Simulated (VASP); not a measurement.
# VAu (R-3m) in VASP: a series of runs

VAu is run at these levels: RPBE, PBE; tasks: single point.

Everything below comes from runs of VASP 6.6.1. Logs are shortened: lines on timing, memory, paths and dates and some standing lists are left out, and cuts for length are marked.

## Step 1: The cell of the first run

Symmetry: R-3m, No. 166, trigonal system. The conventional cell has a = 2.821 Å, b = 2.821 Å, c = 13.833 Å, α = 90.00°, β = 90.00°, γ = 120.00°. Within 3.7 Å of Au (site symmetry -3m) lie 6 Au at 2.82 Å and 6 V at 2.82 Å. V (site symmetry -3m) has 6 V at 2.82 Å and 6 Au at 2.82 Å within 3.7 Å.

## Step 2: Single point, RPBE, collinear spin, ferromagnetic start

Input file INCAR:

```
PREC = Accurate
ENCUT = 520
EDIFF = 1E-6
ISMEAR = 0
SIGMA = 0.05
LREAL = F
LASPH = T
NELM = 150
ALGO = Fast
ISIF = 2
LWAVE = F
LCHARG = F
ISPIN = 2
MAGMOM = 0 2
LORBIT = 11
LMAXMIX = 4
GGA = RP
NBANDS = 23
```

Input file KPOINTS:

```
Automatic mesh
0
Gamma
  11 11 11
```

Input file POSCAR:

```
VAu
1.0
    1.4104010158      0.8142954061      4.6110877943
   -1.4104010158      0.8142954061      4.6110877943
    0.0000000000     -1.6285908123      4.6110877943
Au V
1 1
Direct
    0.0000000000      0.0000000000      0.0000000000
    0.5000000000      0.5000000000      0.5000000000
```

Potentials or basis: VASP PAW PBE potentials, release 64 (Au, V_sv).

Run with:

```console
> cat potpaw_PBE.64/Au/POTCAR potpaw_PBE.64/V_sv/POTCAR > POTCAR
> mpirun -np 1 vasp_std > vasp.out
```

OUTCAR:

```text
PREC = Accurate
   ENCUT = 520
   EDIFF = 1E-6
   ISMEAR = 0
   LREAL = F
   LASPH = T
   NELM = 150
   ISIF = 2
   ISPIN = 2
   LORBIT = 11
   GGA = RP

 ion  position               nearest neighbor table
   1  0.000  0.000  0.000-   2 2.82   2 2.82   2 2.82   2 2.82   2 2.82   2 2.82
   2  0.500  0.500  0.500-   1 2.82   1 2.82   1 2.82   1 2.82   1 2.82   1 2.82

  LATTYP: Found a trigonal (rhomboedric) cell.
 ALAT       =     4.8902391230
 COS(alpha) =     0.8336376570

  Lattice vectors:

 A1 = (   1.4104010158,   0.8142954061,   4.6110877943)
 A2 = (  -1.4104010158,   0.8142954061,   4.6110877943)
 A3 = (   0.0000000000,  -1.6285908123,   4.6110877943)

Analysis of symmetry for initial positions (statically):
=====================================================================
 Subroutine PRICEL returns:
 Original cell was already a primitive cell.

 Routine SETGRP: Setting up the symmetry group for a
 trigonal (rhombohedral) supercell.

 Subroutine GETGRP returns: Found 12 space group operations
 (whereof 12 operations were pure point group operations)
 out of a pool of 12 trial point group operations.

The static configuration has the point symmetry D_3d.

Analysis of symmetry for dynamics (positions and initial velocities):
=====================================================================
 Subroutine PRICEL returns:
 Original cell was already a primitive cell.

 Routine SETGRP: Setting up the symmetry group for a
 trigonal (rhombohedral) supercell.

 Subroutine GETGRP returns: Found 12 space group operations
 (whereof 12 operations were pure point group operations)
 out of a pool of 12 trial point group operations.

The dynamic configuration has the point symmetry D_3d.

Analysis of structural, dynamic, and magnetic symmetry:
=====================================================================
 Subroutine PRICEL returns:
 Original cell was already a primitive cell.

 Routine SETGRP: Setting up the symmetry group for a
 trigonal (rhombohedral) supercell.

 Subroutine GETGRP returns: Found 12 space group operations
 (whereof 12 operations were pure point group operations)
 out of a pool of 12 trial point group operations.

The overall configuration has the point symmetry D_3d.

 Subroutine INISYM returns: Found 12 space group operations
 (whereof 12 operations are pure point group operations),
 and found     1 'primitive' translations

----------------------------------------------------------------------------------------

                                     Primitive cell

  volume of cell :      31.7745

  direct lattice vectors                    reciprocal lattice vectors
     1.410401016  0.814295406  4.611087794     0.354509104  0.204675926  0.072289522
    -1.410401016  0.814295406  4.611087794    -0.354509104  0.204675926  0.072289522
     0.000000000 -1.628590812  4.611087794     0.000000000 -0.409351853  0.072289522

  length of vectors
     4.890239123  4.890239123  4.890239123     0.415685836  0.415685836  0.415685836

  position of ions in fractional coordinates (direct lattice)
     0.000000000  0.000000000  0.000000000
     0.500000000  0.500000000  0.500000000

  ion indices of the primitive-cell ions
   primitive index   ion index
                 1           1
                 2           2

----------------------------------------------------------------------------------------

 KPOINTS: Automatic mesh

Automatic generation of k-mesh.
 Grid dimensions read from file:
 generate k-points for:   11   11   11

 Generating k-lattice:

  Cartesian coordinates                     Fractional coordinates (reciprocal lattice)
     0.032228100  0.018606902  0.006571775     0.090909091 -0.000000000  0.000000000
    -0.032228100  0.018606902  0.006571775    -0.000000000  0.090909091  0.000000000
     0.000000000 -0.037213805  0.006571775     0.000000000  0.000000000  0.090909091

  Length of vectors
     0.037789621  0.037789621  0.037789621

  Shift w.r.t. Gamma in fractional coordinates (k-lattice)
     0.000000000  0.000000000  0.000000000

 Subroutine IBZKPT returns following result:
 ===========================================

 Found    146 irreducible k-points:

 Following reciprocal coordinates:
            Coordinates               Weight
  0.000000  0.000000  0.000000      1.000000
  0.090909 -0.000000  0.000000      6.000000
  0.181818 -0.000000  0.000000      6.000000
  0.272727 -0.000000  0.000000      6.000000
  0.363636 -0.000000  0.000000      6.000000
  0.454545 -0.000000  0.000000      6.000000
[... 16 lines left out ...]
 -0.272727  0.181818 -0.000000     12.000000
 -0.181818  0.181818  0.000000      6.000000
 [... further k-points ...]
   k-points           NKPTS =    146   k-points in BZ     NKDIM =    146   number of bands    NBANDS=     23
   number of dos      NEDOS =    301   number of ions     NIONS =      2
   total plane-waves  NPLWV =  46656
   dimension x,y,z NGX =    36 NGY =   36 NGZ =   36
   dimension x,y,z NGXF=    72 NGYF=   72 NGZF=   72
   ions per type =               1   1
   NGX,Y,Z   is equivalent  to a cutoff of  12.24, 12.24, 12.24 a.u.
   NGXF,Y,Z  is equivalent  to a cutoff of  24.48, 24.48, 24.48 a.u.
 SYSTEM =  unknown system
   PREC   = accura    normal or accurate (medium, high low for compatibility)
   ISTART =      0    job   : 0-new  1-cont  2-samecut
   ICHARG =      2    charge: 1-file 2-atom 10-const
   ISPIN  =      2    spin polarized calculation?
   LNONCOLLINEAR =      F non collinear calculations
   LSORBIT =      F    spin-orbit coupling
   LASPH  =      T    aspherical Exc in radial PAW
   ENCUT  =  520.0 eV  38.22 Ry    6.18 a.u.   9.09  9.09  9.09*2*pi/ulx,y,z
   NELM   =    150;   NELMIN=  2; NELMDL= -5     # of ELM steps
   EDIFF  = 0.1E-05   stopping-criterion for ELM
   LREAL  =      F    real-space projection
   EDIFFG = 0.1E-04   stopping-criterion for IOM
   NSW    =      0    number of steps for IOM
   IBRION =     -1    ionic relax: 0-MD 1-quasi-New 2-CG
   NFREE  =      0    steps in history (QN), initial steepest desc. (CG)
   ISIF   =      2    stress and relaxation
   ISYM   =      2    0-nonsym 1-usesym 2-fastsym
   POTIM  = 0.5000    time-step for ionic-motion
   TEBEG  =    0.0;   TEEND  =   0.0 temperature during run
   PSTRESS=    0.0 pullay stress
   NELECT =      24.0000    total number of electrons
   NUPDOWN=      -1.0000    fix difference up-down
   EMIN   =  10.00;   EMAX   =-10.00  energy-range for DOS
   EFERMI =   0.00;   METHOD = LEGACY
   ISMEAR =     0;   SIGMA  =   0.05  broadening in eV -4-tet -1-fermi 0-gaus
   EFERMI_NEDOS =   21; number of points for ismear=-14 and -15
   IALGO  =     68    algorithm
   IMIX   =      4    mixing-type and parameters
     AMIX     =   0.40;   BMIX     =  1.00
     AMIX_MAG =   1.60;   BMIX_MAG =  1.00
  volume/ion in A,a.u.               =      15.89       107.21
  Fermi-wavevector in a.u.,A,eV,Ry     =   1.490913  2.817416 30.243305  2.222820
  Thomas-Fermi vector in A             =   2.603634
   LORBIT       =     11    0 simple, 1 ext, 2 COOP (PROOUT), +10 PAW based schemes
   GGA     = RP    functional components
   LHFCALC =     F    Hartree Fock is set to
   AEXX    =    0.0000 exact exchange contribution
   IVDW    =     0    specifies the selected vdW correction
   LEPSILON=     F    determine dielectric tensor
   LRPA    =     F    only Hartree local field effects (RPA)
 spin polarized calculation
 RMM-DIIS sequential band-by-band and
 Gauss-broadening in eV      SIGMA  =   0.05
  energy-cutoff  :      520.00
  volume of cell :       31.77
 maximum number of plane-waves:       868
   NGX = 19   NGY = 19   NGZ = 19

 number of electron      23.9999998 magnetization       0.0009503

 Free energy of the ion-electron system (eV)
  ---------------------------------------------------
  ext. energy  EPLUGINS =         0.00000000
  ---------------------------------------------------
  free energy    TOTEN  =       -10.75638963 eV

  energy without entropy =      -10.75369135  energy(sigma->0) =      -10.75504049

 E-fermi :   9.6573     XC(G=0): -12.4989

 val. band max:        9.6515971241   @ k =  -0.3636   0.1818  -0.0000
 cond. band min:       9.6575172643   @ k =  -0.2727  -0.3636   0.1818
 fundamental gap:      0.0059201401
 Fermi energy:         9.6572679190

 spin component 1

 k-point     1 :       0.0000    0.0000    0.0000
  band No.  band energies     occupation
      1     -54.8692      1.00000
      2     -28.7850      1.00000
      3     -28.3199      1.00000
      4     -28.3199      1.00000
      5       0.3762      1.00000
      6       3.1012      1.00000
[... 15 lines left out ...]
     22      29.4516      0.00000
     23      29.5988      0.00000
[... 575 lines left out ...]
      1     -54.8258      1.00000
      2     -28.7454      1.00000
      3     -28.5765      1.00000
      4     -28.4125      1.00000
      5       3.1160      1.00000
      6       3.8484      1.00000
[... 15 lines left out ...]
     22      28.5558      0.00000
     23      30.0406      0.00000

 [... further k-points ...]

 spin component 2

 k-point     1 :       0.0000    0.0000    0.0000
  band No.  band energies     occupation
      1     -54.8685      1.00000
      2     -28.7843      1.00000
      3     -28.3191      1.00000
      4     -28.3191      1.00000
      5       0.3763      1.00000
      6       3.1013      1.00000
[... 15 lines left out ...]
     22      29.4518      0.00000
     23      29.5622      0.00000
[... 575 lines left out ...]
      1     -54.8251      1.00000
      2     -28.7447      1.00000
      3     -28.5758      1.00000
      4     -28.4118      1.00000
      5       3.1161      1.00000
      6       3.8484      1.00000
[... 15 lines left out ...]
     22      28.5560      0.00000
     23      30.0506      0.00000

 [... further k-points ...]
[... 5 lines left out ...]
  --------------------------------------------------------------------------------------
  -------------------------------------------------------------------------------------
  Total        0.2804472      0.2804472      0.6763079      0.0000000     -0.0000000      0.0000000
  in kB       14.1410764     14.1410764     34.1016821      0.0000000     -0.0000000      0.0000000
  external PRESSURE =      20.7946116 kB  Pullay stress =       0.0000000 kB

 VOLUME and BASIS-vectors are now :
 -----------------------------------------------------------------------------
  energy-cutoff  :      520.00
  volume of cell :       31.77
      direct lattice vectors                 reciprocal lattice vectors
     1.410401016  0.814295406  4.611087794     0.354509104  0.204675926  0.072289522
    -1.410401016  0.814295406  4.611087794    -0.354509104  0.204675926  0.072289522
     0.000000000 -1.628590812  4.611087794     0.000000000 -0.409351853  0.072289522

 POSITION                                       TOTAL-FORCE (eV/Angst)
 -----------------------------------------------------------------------------------
      0.00000      0.00000      0.00000         0.000000      0.000000     -0.000000
      0.00000     -0.00000      6.91663        -0.000000     -0.000000      0.000000
 -----------------------------------------------------------------------------------
    total drift:                                0.000000     -0.000000      0.000000

  FREE ENERGIE OF THE ION-ELECTRON SYSTEM (eV)
  ---------------------------------------------------
  free  energy   TOTEN  =       -10.7563896253 eV

  energy  without entropy=      -10.7536913464  energy(sigma->0) =      -10.75504049

 total charge

# of ion       s       p       d       tot
------------------------------------------
    1        0.639   0.500   8.642   9.781
    2        2.271   6.158   2.941  11.370
--------------------------------------------------
tot          2.910   6.658  11.583  21.150

 magnetization (x)

# of ion       s       p       d       tot
------------------------------------------
    1       -0.000   0.000   0.000   0.000
    2        0.000   0.000   0.000   0.001
--------------------------------------------------
tot          0.000   0.000   0.000   0.001
```

Wall time 2.8 min (1 thread of Intel Xeon 6975P-C (Granite Rapids), shared host); peak memory 0.36 GiB.

What came out:

```
Free energy                                           : -10.7564 eV
Pressure                                              : 2.1 GPa
Band gap on the k mesh                                : zero (filled and empty bands overlap)
Net moment                                            : 0.00 μB per cell
Valence electrons inside the program's atomic spheres : Au 9.78; V 11.37
```

Stress tensor (GPa, compression positive):
```
1.41 0.00 0.00
0.00 1.41 0.00
0.00 0.00 3.41
```

Caveat: the moments typed at the start vanished in this run; the PAW data sets were made with another functional, which shifts forces and pressure a little; spin-orbit coupling is left out, which moves the levels of the heavy elements.

## Step 3: Single point, PBE, collinear spin, ferromagnetic start

Input file INCAR:

```
PREC = Accurate
ENCUT = 520
EDIFF = 1E-7
ISMEAR = 0
SIGMA = 0.05
LREAL = False
LASPH = True
NELM = 150
ALGO = Normal
ISIF = 2
LWAVE = False
LCHARG = False
ISPIN = 2
MAGMOM = 0 2
LORBIT = 11
LMAXMIX = 4
GGA = PE
NBANDS = 23
```

KPOINTS is that of step 2.

POSCAR is that of step 2.

Potentials or basis: VASP PAW PBE potentials, release 64 (Au, V_sv).

Run with:

```console
> cat potpaw_PBE.64/Au/POTCAR potpaw_PBE.64/V_sv/POTCAR > POTCAR
> mpirun -np 1 vasp_std > vasp.out
```

Wall time 2.3 min (1 thread of Intel Xeon 6975P-C (Granite Rapids), shared host); peak memory 0.36 GiB.

It converged, with:

```yaml
Free_energy: -11.8367 eV
Pressure: -1.8 GPa
Band_gap_on_the_k_mesh: zero (filled and empty bands overlap)
Net_moment: 0.00 μB per cell
Valence_electrons_inside_the_program's_atomic_spheres: Au 9.77; V 11.38
```

Stress tensor (GPa, compression positive):
```
-2.43  0.00  0.00
 0.00 -2.43  0.00
 0.00  0.00 -0.50
```

Levels at points of the mesh, in eV from the Fermi level:
Spin up:
```csv
k point,band 9,band 10,band 11,band 12,band 13,band 14,band 15,band 16
"(0.00, 0.00, 0.00)",-3.60,-3.60,-1.65,-0.60,0.45,0.45,1.66,1.66
```
Spin down:
| k point | band 9 | band 10 | band 11 | band 12 | band 13 | band 14 | band 15 | band 16 |
| --- | --- | --- | --- | --- | --- | --- | --- | --- |
| (0.00, 0.00, 0.00) | -3.60 | -3.60 | -1.65 | -0.60 | 0.45 | 0.45 | 1.67 | 1.67 |

Caveat: the moments typed at the start vanished in this run; spin-orbit coupling is left out, which moves the levels of the heavy elements.
